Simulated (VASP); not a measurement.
# ZnSe (Stilleite) (F-43m) in VASP: a series of runs, part 2 of 2

VASP 6.6.1.

## Step 3: Relaxation of cell and atoms, r2SCAN

Contents of POSCAR:

```
ZnSe
1.0
    0.0000000000      2.8338000000      2.8338000000
    2.8338000000      0.0000000000      2.8338000000
    2.8338000000      2.8338000000      0.0000000000
Zn Se
1 1
Direct
    0.0000000000      0.0000000000      0.0000000000
    0.2500000000      0.2500000000      0.2500000000
```

Contents of INCAR.step1:

```
SYSTEM = ZnSe
ALGO = Normal ; EDIFF = 1E-4
ENCUT = 600 ; GGA = PE
ISMEAR = -1 ; LASPH = .True.
LCHARG = .False. ; LREAL = .False.
LWAVE = .True. ; NELM = 80
PREC = Accurate ; SIGMA = 0.02
```

Contents of INCAR.step2:

```
SYSTEM = ZnSe
ALGO = Normal ; EDIFF = 1E-7
EDIFFG = -0.01 ; ENCUT = 600
IBRION = 2 ; ISIF = 3
ISMEAR = -1 ; ISTART = 1
LASPH = .True. ; LCHARG = .False.
LMIXTAU = .True. ; LREAL = .False.
LWAVE = .False. ; METAGGA = R2SCAN
NELM = 80 ; NSW = 80
PREC = Accurate ; SIGMA = 0.02
```

Contents of KPOINTS:

```
k-points
0
Gamma
  8 8 8
  0 0 0
```

Potentials or basis: VASP PAW PBE potentials, release 64 (Zn, Se).

Run with:

```bash
$ cat potpaw_PBE.64/Zn/POTCAR potpaw_PBE.64/Se/POTCAR > POTCAR
$ cp INCAR.step1 INCAR
$ mpirun -np 1 vasp_std > vasp.out
$ cp INCAR.step2 INCAR
$ mpirun -np 1 vasp_std > vasp.out
```

OUTCAR:

```text
SYSTEM = ZnSe
   EDIFF = 1E-7
   EDIFFG = -0.01
   ENCUT = 600
   IBRION = 2
   ISIF = 3
   ISMEAR = -1
   ISTART = 1
   LASPH = .True.
   LREAL = .False.
   METAGGA = R2SCAN
   NELM = 80
   NSW = 80
   PREC = Accurate

 ion  position               nearest neighbor table
   1  0.000  0.000  0.000-   2 2.45   2 2.45   2 2.45   2 2.45
   2  0.250  0.250  0.250-   1 2.45   1 2.45   1 2.45   1 2.45

  LATTYP: Found a face centered cubic cell.
 ALAT       =     5.6676000000

  Lattice vectors:

 A1 = (   0.0000000000,   2.8338000000,   2.8338000000)
 A2 = (   2.8338000000,   0.0000000000,   2.8338000000)
 A3 = (   2.8338000000,   2.8338000000,   0.0000000000)

Analysis of symmetry for initial positions (statically):
=====================================================================
 Subroutine PRICEL returns:
 Original cell was already a primitive cell.

 Routine SETGRP: Setting up the symmetry group for a
 face centered cubic supercell.

 Subroutine GETGRP returns: Found 24 space group operations
 (whereof 24 operations were pure point group operations)
 out of a pool of 48 trial point group operations.

[... 176 lines left out ...]
      6      -4.9892      2.00000
      7       1.2980      2.00000
      8       1.2980      2.00000
      9       1.2980      2.00000
     10       3.1654      0.00000
     11       7.6137      0.00000
     12       7.6139      0.00000
     13       7.6139      0.00000
[... 354 lines left out ...]
  band No.  band energies     occupation
      1     -11.4641      2.00000
      2      -5.2818      2.00000
      3      -5.2455      2.00000
      4      -5.0240      2.00000
      5      -4.9832      2.00000
      6      -4.7834      2.00000
      7      -3.6492      2.00000
      8      -1.1305      2.00000
      9      -0.1895      2.00000
     10       6.0284      0.00000
     11       7.2618      0.00000
     12       9.2582      0.00000
     13      10.5340      0.00000

 [... further k-points ...]

------------------------ aborting loop because EDIFF is reached ----------------------------------------

  FORCE on cell =-STRESS in cart. coord.  units (eV):
  Direction    XX          YY          ZZ          XY          YZ          ZX
  --------------------------------------------------------------------------------------
  -------------------------------------------------------------------------------------
  Total       -0.0053998     -0.0053998     -0.0053998      0.0000000      0.0000000      0.0000000
  in kB       -0.1900878     -0.1900878     -0.1900878      0.0000000      0.0000000      0.0000000
  external PRESSURE =      -0.1900878 kB  Pullay stress =       0.0000000 kB

 VOLUME and BASIS-vectors are now :
 -----------------------------------------------------------------------------
  energy-cutoff  :      600.00
  volume of cell :       45.51
      direct lattice vectors                 reciprocal lattice vectors
     0.000000000  2.833800000  2.833800000    -0.176441527  0.176441527  0.176441527
     2.833800000  0.000000000  2.833800000     0.176441527 -0.176441527  0.176441527
     2.833800000  2.833800000  0.000000000     0.176441527  0.176441527 -0.176441527

 POSITION                                       TOTAL-FORCE (eV/Angst)
 -----------------------------------------------------------------------------------
      0.00000      0.00000      0.00000        -0.000000     -0.000000     -0.000000
      1.41690      1.41690      1.41690         0.000000      0.000000      0.000000
 -----------------------------------------------------------------------------------
    total drift:                                0.000026      0.000026      0.000026

  FREE ENERGIE OF THE ION-ELECTRON SYSTEM (eV)
  ---------------------------------------------------
  free  energy   TOTEN  =       -24.9107179341 eV

  energy  without entropy=      -24.9107179341  energy(sigma->0) =      -24.91071793

 reached required accuracy - stopping structural energy minimisation
```

It took 37 s on 1 thread of Intel Xeon 6975P-C (Granite Rapids), shared host; peak memory 0.2 GiB.

Results:

```
Free energy             : -24.9107 eV
Pressure after relaxing : 0.0 GPa
Band gap on the k mesh  : 1.87 eV, direct
```

Final structure:
```yaml
crystal:
  lattice:
    - [0.00000, 2.83380, 2.83380]
    - [2.83380, 0.00000, 2.83380]
    - [2.83380, 2.83380, 0.00000]
  atoms:
    - { symbol: Zn, position: [0.00000, 0.00000, 0.00000] }
    - { symbol: Se, position: [0.25000, 0.25000, 0.25000] }
```

Caveat: the relaxation stopped at its first step, so nothing moved; the PAW data sets were made with another functional, which shifts forces and pressure a little. r2SCAN opens gaps a little over a GGA but as a rule still falls short of measured ones.

## Step 4: Relaxation of the atoms, r2SCAN

This run uses another cell than the first one, of 21.38 Å³/atom, 0.939 times its volume.

Contents of POSCAR:

```
ZnSe
1.0
    0.0000000000      2.7753482000      2.7753482000
    2.7753482000      0.0000000000      2.7753482000
    2.7753482000      2.7753482000      0.0000000000
Zn Se
1 1
Direct
    0.0000000000      0.0000000000      0.0000000000
    0.2500000000      0.2500000000      0.2500000000
```

Contents of INCAR.step1:

```
SYSTEM = ZnSe
PREC = Accurate
ENCUT = 520
ISMEAR = -1
SIGMA = 0.02
LREAL = .FALSE.
LASPH = .TRUE.
NELM = 80
GGA = PE
ALGO = Normal
EDIFF = 1E-4
LWAVE = .TRUE.
LCHARG = .FALSE.
```

Contents of INCAR.step2:

```
SYSTEM = ZnSe
PREC = Accurate
ENCUT = 520
EDIFF = 1E-6
ISMEAR = -1
SIGMA = 0.02
LREAL = .FALSE.
LASPH = .TRUE.
NELM = 80
ALGO = Normal
ISIF = 2
LWAVE = .FALSE.
LCHARG = .FALSE.
METAGGA = R2SCAN
LMIXTAU = .TRUE.
IBRION = 2
NSW = 50
EDIFFG = -0.01
ISTART = 1
```

Contents of KPOINTS:

```
Automatic mesh
0
G
  8 8 8
  0 0 0
```

Run with:

```bash
$ cat potpaw_PBE.64/Zn/POTCAR potpaw_PBE.64/Se/POTCAR > POTCAR
$ cp INCAR.step1 INCAR
$ mpirun -np 1 vasp_std > vasp.out
$ cp INCAR.step2 INCAR
$ mpirun -np 1 vasp_std > vasp.out
```

Run time: 37 s. Hardware: 1 thread of Intel Xeon 6975P-C (Granite Rapids), shared host; peak memory 0.18 GiB.

Results (log left out):

* Free energy: -24.8715 eV
* Pressure after relaxing: 4.7 GPa
* Band gap on the k mesh: 2.15 eV, direct

Final structure:
```xyz
2
Lattice="0.0000 2.7753 2.7753 2.7753 0.0000 2.7753 2.7753 2.7753 0.0000" Properties=species:S:1:pos:R:3 pbc="T T T"
Zn    0.0000    0.0000    0.0000
Se    1.3877    1.3877    1.3877
```

Levels at points of the mesh, in eV from the valence-band top:
| k point | band 5 | band 6 | band 7 | band 8 | band 9 | band 10 | band 11 | band 12 | band 13 |
| --- | --- | --- | --- | --- | --- | --- | --- | --- | --- |
| (0.00, 0.00, 0.00) | -6.47 | -6.47 | 0.00 | 0.00 | 0.00 | 2.15 | 6.28 | 6.28 | 6.28 |
| (0.50, 0.00, 0.00) | -6.45 | -6.29 | -5.74 | -0.98 | -0.98 | 3.17 | 6.84 | 6.84 | 9.24 |
| (0.50, 0.50, 0.00) | -6.41 | -6.27 | -5.08 | -2.47 | -2.47 | 3.19 | 3.86 | 12.03 | 12.52 |

Caveat: the relaxation stopped at its first step, so nothing moved; the PAW data sets were made with another functional, which shifts forces and pressure a little. r2SCAN opens gaps a little over a GGA but as a rule still falls short of measured ones.

## Step 5: Relaxation of the atoms, r2SCAN

This run uses another cell than the first one, of 21.83 Å³/atom, 0.959 times its volume.

Contents of POSCAR:

```
ZnSe
1.0
    0.0000000000      2.7948935500      2.7948935500
    2.7948935500      0.0000000000      2.7948935500
    2.7948935500      2.7948935500      0.0000000000
Zn Se
1 1
Direct
    0.0000000000      0.0000000000      0.0000000000
    0.2500000000      0.2500000000      0.2500000000
```

Contents of INCAR.step1:

```
SYSTEM = ZnSe
PREC     = Accurate       ! precision mode
ENCUT    = 520            ! plane-wave cutoff, eV
ISMEAR   = -1             ! smearing method
SIGMA    = 0.02           ! smearing width, eV
LREAL    = .FALSE.        ! projectors in reciprocal space
LASPH    = .TRUE.         ! aspherical terms in the spheres
NELM     = 60             ! most SCF steps
GGA      = PE             ! functional
ALGO     = Normal         ! electronic algorithm
EDIFF    = 1E-4           ! SCF threshold, eV
LWAVE    = .TRUE.         ! write WAVECAR
LCHARG   = .FALSE.        ! write CHGCAR
```

Contents of INCAR.step2:

```
SYSTEM = ZnSe
PREC     = Accurate       ! precision mode
ENCUT    = 520            ! plane-wave cutoff, eV
EDIFF    = 1E-6           ! SCF threshold, eV
ISMEAR   = -1             ! smearing method
SIGMA    = 0.02           ! smearing width, eV
LREAL    = .FALSE.        ! projectors in reciprocal space
LASPH    = .TRUE.         ! aspherical terms in the spheres
NELM     = 60             ! most SCF steps
ALGO     = Normal         ! electronic algorithm
ISIF     = 2              ! what is computed and relaxed
LWAVE    = .FALSE.        ! write WAVECAR
LCHARG   = .FALSE.        ! write CHGCAR
METAGGA  = R2SCAN         ! meta-GGA
LMIXTAU  = .TRUE.       
IBRION   = 2              ! ionic algorithm
NSW      = 50             ! ionic steps
EDIFFG   = -0.01          ! ionic threshold
ISTART   = 1
```

Contents of KPOINTS:

```
regular mesh
0
G
  8 8 8
  0 0 0
```

Run with:

```bash
$ cat potpaw_PBE.64/Zn/POTCAR potpaw_PBE.64/Se/POTCAR > POTCAR
$ cp INCAR.step1 INCAR
$ mpirun -np 1 vasp_std > vasp.out
$ cp INCAR.step2 INCAR
$ mpirun -np 1 vasp_std > vasp.out
```

It took 41 s on 1 thread of Intel Xeon 6975P-C (Granite Rapids), shared host; peak memory 0.18 GiB.

It converged, with:

```yaml
Free_energy: -24.8931 eV
Pressure_after_relaxing: 3.0 GPa
Band_gap_on_the_k_mesh: 2.05 eV, direct
```

Final structure:
```cif
data_structure
_symmetry_space_group_name_H-M 'P 1'
_symmetry_Int_Tables_number 1
_cell_length_a 3.9526
_cell_length_b 3.9526
_cell_length_c 3.9526
_cell_angle_alpha 60.000
_cell_angle_beta 60.000
_cell_angle_gamma 60.000
_cell_volume 43.66
loop_
_atom_site_label
_atom_site_type_symbol
_atom_site_fract_x
_atom_site_fract_y
_atom_site_fract_z
_atom_site_occupancy
Zn1 Zn 0.00000 0.00000 0.00000 1
Se1 Se 0.25000 0.25000 0.25000 1
```

Levels at points of the mesh, in eV from the valence-band top:
```tsv
k point	band 7	band 8	band 9	band 10	band 11	band 12
(0.00, 0.00, 0.00)	0.00	0.00	0.00	2.05	6.30	6.30
(0.50, 0.00, 0.00)	-5.59	-0.95	-0.95	3.13	6.85	6.85
(0.50, 0.50, 0.00)	-4.98	-2.39	-2.39	3.24	3.86	11.85
```

Caveat: the relaxation stopped at its first step, so nothing moved; the PAW data sets were made with another functional, which shifts forces and pressure a little. r2SCAN opens gaps a little over a GGA but as a rule still falls short of measured ones.

## Step 6: The runs side by side

| task | level | potentials or basis | cell | cutoff (eV) | gap on the mesh (eV) | pressure (GPa) |
| --- | --- | --- | --- | --- | --- | --- |
| relaxation of cell and atoms | LDA | VASP PAW LDA potentials, release 64 (Zn, Se) | relaxed from a = 4.008 Å, angles 60.0°, 2 atoms | 600 | 1.27 | 0.0 |
| relaxation of cell and atoms | r2SCAN | VASP PAW PBE potentials, release 64 (Zn, Se) | relaxed from a = 4.008 Å, angles 60.0°, 2 atoms | 600 | 1.87 | 0.0 |
| relaxation of the atoms | r2SCAN | VASP PAW PBE potentials, release 64 (Zn, Se) | atoms relaxed from a = 3.925 Å, angles 60.0°, 2 atoms | 520 | 2.15 | 4.7 |
| relaxation of the atoms | r2SCAN | VASP PAW PBE potentials, release 64 (Zn, Se) | atoms relaxed from a = 3.953 Å, angles 60.0°, 2 atoms | 520 | 2.05 | 3.0 |

Alike in all rows: no spin polarisation; k mesh 8 × 8 × 8; smearing fermi-dirac 0.02 eV.

Caveats: the relaxation stopped at its first step, so nothing moved (some runs); the PAW data sets were made with another functional, which shifts forces and pressure a little (some runs).

Total energies depend on the potentials used, so only differences within one code and one set of settings carry meaning.
